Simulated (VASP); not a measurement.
# Sr (Im-3m) in VASP: single point with r2SCAN

Aim: the single point of Sr with r2SCAN.

Program: VASP 6.6.1. These are calculated values, not measurements. Logs are shortened: lines on timing, memory, paths and dates and some standing lists are left out, and cuts for length are marked.

## (1) The cell of the first run

It takes space group Im-3m (No. 229, cubic). The conventional cell has a = 4.870 Å, b = 4.870 Å, c = 4.870 Å, α = 90.00°, β = 90.00°, γ = 90.00°. Within 5.5 Å of Sr (site symmetry m-3m) lie 14 Sr at 4.22 to 4.87 Å.

## (2) Single point, r2SCAN

File POSCAR:

```
Sr
1.0
   -2.4350000000      2.4350000000      2.4350000000
    2.4350000000     -2.4350000000      2.4350000000
    2.4350000000      2.4350000000     -2.4350000000
Sr
1
Direct
    0.0000000000      0.0000000000      0.0000000000
```

File INCAR.step1:

```
SYSTEM = Sr
  PREC = Accurate
  ENCUT = 520
  ISMEAR = -1
  SIGMA = 0.05
  LREAL = .FALSE.
  LASPH = .TRUE.
  NELM = 60
  NBANDS = 11
  GGA = PE
  ALGO = Normal
  EDIFF = 1E-4
  LWAVE = .TRUE.
  LCHARG = .FALSE.
```

File INCAR.step2:

```
SYSTEM = Sr
  PREC = Accurate
  ENCUT = 520
  EDIFF = 1E-7
  ISMEAR = -1
  SIGMA = 0.05
  LREAL = .FALSE.
  LASPH = .TRUE.
  NELM = 60
  ALGO = Normal
  ISIF = 2
  LWAVE = .FALSE.
  LCHARG = .FALSE.
  METAGGA = R2SCAN
  LMIXTAU = .TRUE.
  NBANDS = 11
  ISTART = 1
```

File KPOINTS:

```
Automatic mesh
0
G
  8 8 8
  0 0 0
```

Potentials or basis: VASP PAW PBE potentials, release 64 (Sr_sv).

Started as:

```
$ cat potpaw_PBE.64/Sr_sv/POTCAR > POTCAR
$ cp INCAR.step1 INCAR
$ mpirun -np 1 vasp_std > vasp.out
$ cp INCAR.step2 INCAR
$ mpirun -np 1 vasp_std > vasp.out
```

OUTCAR:

```text
SYSTEM = Sr
   PREC = Accurate
   ENCUT = 520
   EDIFF = 1E-7
   ISMEAR = -1
   LREAL = .FALSE.
   LASPH = .TRUE.
   NELM = 60
   ISIF = 2
   METAGGA = R2SCAN
   ISTART = 1

 ion  position               nearest neighbor table
   1  0.000  0.000  0.000-

  LATTYP: Found a body centered cubic cell.
 ALAT       =     4.8700000000

  Lattice vectors:

 A1 = (  -2.4350000000,   2.4350000000,   2.4350000000)
 A2 = (   2.4350000000,  -2.4350000000,   2.4350000000)
 A3 = (   2.4350000000,   2.4350000000,  -2.4350000000)

Analysis of symmetry for initial positions (statically):
=====================================================================
 Subroutine PRICEL returns:
 Original cell was already a primitive cell.

 Routine SETGRP: Setting up the symmetry group for a
 body centered cubic supercell.

 Subroutine GETGRP returns: Found 48 space group operations
 (whereof 48 operations were pure point group operations)
 out of a pool of 48 trial point group operations.

The static configuration has the point symmetry O_h .

Analysis of symmetry for dynamics (positions and initial velocities):
=====================================================================
 Subroutine PRICEL returns:
 Original cell was already a primitive cell.

 Routine SETGRP: Setting up the symmetry group for a
 body centered cubic supercell.

 Subroutine GETGRP returns: Found 48 space group operations
 (whereof 48 operations were pure point group operations)
 out of a pool of 48 trial point group operations.

The dynamic configuration has the point symmetry O_h .

 Subroutine INISYM returns: Found 48 space group operations
 (whereof 48 operations are pure point group operations),
 and found     1 'primitive' translations

----------------------------------------------------------------------------------------

                                     Primitive cell

  volume of cell :      57.7507

  direct lattice vectors                    reciprocal lattice vectors
    -2.435000000  2.435000000  2.435000000     0.000000000  0.205338809  0.205338809
     2.435000000 -2.435000000  2.435000000     0.205338809  0.000000000  0.205338809
     2.435000000  2.435000000 -2.435000000     0.205338809  0.205338809  0.000000000

  length of vectors
     4.217543716  4.217543716  4.217543716     0.290392929  0.290392929  0.290392929

  position of ions in fractional coordinates (direct lattice)
     0.000000000  0.000000000  0.000000000

  ion indices of the primitive-cell ions
   primitive index   ion index
                 1           1

----------------------------------------------------------------------------------------

 KPOINTS: Automatic mesh

Automatic generation of k-mesh.
 Grid dimensions read from file:
 generate k-points for:    8    8    8

 Generating k-lattice:

  Cartesian coordinates                     Fractional coordinates (reciprocal lattice)
     0.000000000  0.025667351  0.025667351     0.125000000  0.000000000  0.000000000
     0.025667351  0.000000000  0.025667351     0.000000000  0.125000000  0.000000000
     0.025667351  0.025667351  0.000000000     0.000000000  0.000000000  0.125000000

  Length of vectors
     0.036299116  0.036299116  0.036299116

  Shift w.r.t. Gamma in fractional coordinates (k-lattice)
     0.000000000  0.000000000  0.000000000

 Subroutine IBZKPT returns following result:
 ===========================================

 Found     29 irreducible k-points:

 Following reciprocal coordinates:
            Coordinates               Weight
  0.000000  0.000000  0.000000      1.000000
  0.125000  0.000000  0.000000     12.000000
  0.250000  0.000000  0.000000     12.000000
  0.375000  0.000000  0.000000     12.000000
  0.500000  0.000000  0.000000      6.000000
  0.125000  0.125000  0.000000     24.000000
[... 16 lines left out ...]
 -0.250000  0.250000  0.250000      6.000000
 -0.375000  0.375000  0.250000     24.000000
 [... further k-points ...]
   k-points           NKPTS =     29   k-points in BZ     NKDIM =     29   number of bands    NBANDS=     11
   number of dos      NEDOS =    301   number of ions     NIONS =      1
   total plane-waves  NPLWV =  32768
   dimension x,y,z NGX =    32 NGY =   32 NGZ =   32
   dimension x,y,z NGXF=    64 NGYF=   64 NGZF=   64
   ions per type =               1
   NGX,Y,Z   is equivalent  to a cutoff of  12.61, 12.61, 12.61 a.u.
   NGXF,Y,Z  is equivalent  to a cutoff of  25.23, 25.23, 25.23 a.u.
 SYSTEM =  Sr
   PREC   = accura    normal or accurate (medium, high low for compatibility)
   ISTART =      1    job   : 0-new  1-cont  2-samecut
   ICHARG =      0    charge: 1-file 2-atom 10-const
   ISPIN  =      1    spin polarized calculation?
   LNONCOLLINEAR =      F non collinear calculations
   LSORBIT =      F    spin-orbit coupling
   LASPH  =      T    aspherical Exc in radial PAW
   ENCUT  =  520.0 eV  38.22 Ry    6.18 a.u.   7.84  7.84  7.84*2*pi/ulx,y,z
   NELM   =     60;   NELMIN=  2; NELMDL=  0     # of ELM steps
   EDIFF  = 0.1E-06   stopping-criterion for ELM
   LREAL  =      F    real-space projection
   EDIFFG = 0.1E-05   stopping-criterion for IOM
   NSW    =      0    number of steps for IOM
   IBRION =     -1    ionic relax: 0-MD 1-quasi-New 2-CG
   NFREE  =      0    steps in history (QN), initial steepest desc. (CG)
   ISIF   =      2    stress and relaxation
   ISYM   =      2    0-nonsym 1-usesym 2-fastsym
   POTIM  = 0.5000    time-step for ionic-motion
   TEBEG  =    0.0;   TEEND  =   0.0 temperature during run
   PSTRESS=    0.0 pullay stress
   NELECT =      10.0000    total number of electrons
   NUPDOWN=      -1.0000    fix difference up-down
   EMIN   =  10.00;   EMAX   =-10.00  energy-range for DOS
   EFERMI =   0.00;   METHOD = LEGACY
   ISMEAR =    -1;   SIGMA  =   0.05  broadening in eV -4-tet -1-fermi 0-gaus
   EFERMI_NEDOS =   21; number of points for ismear=-14 and -15
   IALGO  =     38    algorithm
   IMIX   =      4    mixing-type and parameters
     AMIX     =   0.40;   BMIX     =  1.00
     AMIX_MAG =   1.60;   BMIX_MAG =  1.00
  volume/ion in A,a.u.               =      57.75       389.72
  Fermi-wavevector in a.u.,A,eV,Ry     =   0.912478  1.724334 11.328437  0.832617
  Thomas-Fermi vector in A             =   2.036879
   LORBIT       =      0    0 simple, 1 ext, 2 COOP (PROOUT), +10 PAW based schemes
   METAGGA = R2SCAN    functional components
   LHFCALC =     F    Hartree Fock is set to
   AEXX    =    0.0000 exact exchange contribution
   IVDW    =     0    specifies the selected vdW correction
   LEPSILON=     F    determine dielectric tensor
   LRPA    =     F    only Hartree local field effects (RPA)
 non-spin polarized calculation
  energy-cutoff  :      520.00
  volume of cell :       57.75
 maximum number of plane-waves:      1568
   NGX = 15   NGY = 15   NGZ = 15

 number of electron      10.0000000 magnetization

 Free energy of the ion-electron system (eV)
  ---------------------------------------------------
  ext. energy  EPLUGINS =         0.00000000
  ---------------------------------------------------
  free energy    TOTEN  =       -15.09228886 eV

  energy without entropy =      -15.08040195  energy(sigma->0) =      -15.08634541

 E-fermi :   1.4421     XC(G=0):  -7.6335

 val. band max:        1.4394076981   @ k =   0.5000   0.5000   0.2500
 cond. band min:       1.4871673714   @ k =   0.5000   0.5000   0.1250
 fundamental gap:      0.0477596732
 Fermi energy:         1.4421014590

 k-point     1 :       0.0000    0.0000    0.0000
  band No.  band energies     occupation
      1     -36.6724      2.00000
      2     -17.9377      2.00000
      3     -17.9377      2.00000
      4     -17.9377      2.00000
      5      -2.3112      2.00000
      6       4.1298      0.00000
      7       4.1298      0.00000
      8       4.1298      0.00000
      9       5.4370      0.00000
     10       5.4370      0.00000
     11       9.8364      0.00000

 k-point     2 :       0.1250    0.0000    0.0000
  band No.  band energies     occupation
      1     -36.6705      2.00000
      2     -17.9637      2.00000
      3     -17.9462      2.00000
      4     -17.9377      2.00000
      5      -2.0455      2.00000
      6       3.8927      0.00000
      7       3.9008      0.00000
      8       4.3821      0.00000
      9       5.1704      0.00000
     10       5.4233      0.00000
     11      10.0543      0.00000

 k-point     3 :       0.2500    0.0000    0.0000
  band No.  band energies     occupation
      1     -36.6658      2.00000
      2     -18.0256      2.00000
      3     -17.9664      2.00000
      4     -17.9378      2.00000
      5      -1.3007      2.00000
      6       3.0741      0.00000
      7       3.4244      0.00000
      8       5.1149      0.00000
      9       5.1961      0.00000
     10       5.4825      0.00000
     11       9.5603      0.00000

 k-point     4 :       0.3750    0.0000    0.0000
  band No.  band energies     occupation
      1     -36.6612      2.00000
      2     -18.0861      2.00000
      3     -17.9866      2.00000
      4     -17.9378      2.00000
      5      -0.2528      2.00000
      6       2.1492      0.00000
      7       3.0476      0.00000
      8       5.3310      0.00000
      9       5.7212      0.00000
     10       6.2276      0.00000
     11       8.1850      0.00000
[... 239 lines left out ...]
 k-point    22 :       0.2500    0.2500    0.2500
  band No.  band energies     occupation
      1     -36.6585      2.00000
      2     -18.0225      2.00000
      3     -18.0225      2.00000
      4     -18.0225      2.00000
      5       1.8179      0.00109
      6       1.8179      0.00109
      7       1.8179      0.00109
      8       4.7645      0.00000
      9       6.0198      0.00000
     10       6.0198      0.00000
     11       8.3278      0.00000

 k-point    23 :      -0.2500    0.2500    0.2500
  band No.  band energies     occupation
      1     -36.6600      2.00000
      2     -18.0282      2.00000
      3     -17.9974      2.00000
      4     -17.9974      2.00000
      5      -0.4028      2.00000
      6       2.8549      0.00000
      7       3.8065      0.00000
      8       3.8065      0.00000
      9       5.2054      0.00000
     10       5.6216      0.00000
     11       8.8130      0.00000

 k-point    24 :      -0.3750    0.3750    0.2500
  band No.  band energies     occupation
      1     -36.6559      2.00000
      2     -18.0665      2.00000
      3     -18.0191      2.00000
      4     -18.0019      2.00000
      5       0.5041      2.00000
      6       2.1172      0.00000
      7       3.7755      0.00000
      8       3.9137      0.00000
      9       5.2469      0.00000
     10       6.0328      0.00000
     11       8.3969      0.00000

 [... further k-points ...]
[... 5 lines left out ...]
  --------------------------------------------------------------------------------------
  -------------------------------------------------------------------------------------
  Total       -0.1224914     -0.1224914     -0.1224914     -0.0000000     -0.0000000     -0.0000000
  in kB       -3.3982801     -3.3982801     -3.3982801     -0.0000000     -0.0000000     -0.0000000
  external PRESSURE =      -3.3982801 kB  Pullay stress =       0.0000000 kB

 VOLUME and BASIS-vectors are now :
 -----------------------------------------------------------------------------
  energy-cutoff  :      520.00
  volume of cell :       57.75
      direct lattice vectors                 reciprocal lattice vectors
    -2.435000000  2.435000000  2.435000000     0.000000000  0.205338809  0.205338809
     2.435000000 -2.435000000  2.435000000     0.205338809  0.000000000  0.205338809
     2.435000000  2.435000000 -2.435000000     0.205338809  0.205338809  0.000000000

 POSITION                                       TOTAL-FORCE (eV/Angst)
 -----------------------------------------------------------------------------------
      0.00000      0.00000      0.00000         0.000000      0.000000      0.000000
 -----------------------------------------------------------------------------------
    total drift:                                0.000000      0.000000     -0.000000

  FREE ENERGIE OF THE ION-ELECTRON SYSTEM (eV)
  ---------------------------------------------------
  free  energy   TOTEN  =       -15.0922888640 eV

  energy  without entropy=      -15.0804019528  energy(sigma->0) =      -15.08634541
```

Wall time 24 s (1 thread of Intel Xeon 6975P-C (Granite Rapids), shared host); peak memory 0.18 GiB.

What came out:

```yaml
Free_energy: -15.0923 eV
Pressure: -0.3 GPa
Band_gap_on_the_k_mesh: zero (band 5 reaches 1.82 eV, above the bottom of band 6 at 1.42 eV)
```

Levels at points of the mesh, in eV from the Fermi level:
| k point | band 2 | band 3 | band 4 | band 5 | band 6 | band 7 | band 8 | band 9 |
| --- | --- | --- | --- | --- | --- | --- | --- | --- |
| (0.00, 0.00, 0.00) | -19.38 | -19.38 | -19.38 | -3.75 | 2.69 | 2.69 | 2.69 | 3.99 |
| (0.50, 0.00, 0.00) | -19.55 | -19.44 | -19.38 | -0.92 | 0.07 | 1.47 | 3.83 | 4.49 |
| (0.50, 0.50, 0.50) | -19.50 | -19.50 | -19.50 | -0.02 | -0.02 | 3.68 | 3.68 | 3.68 |

Caveat: the PAW data sets were made with another functional, which shifts forces and pressure a little.
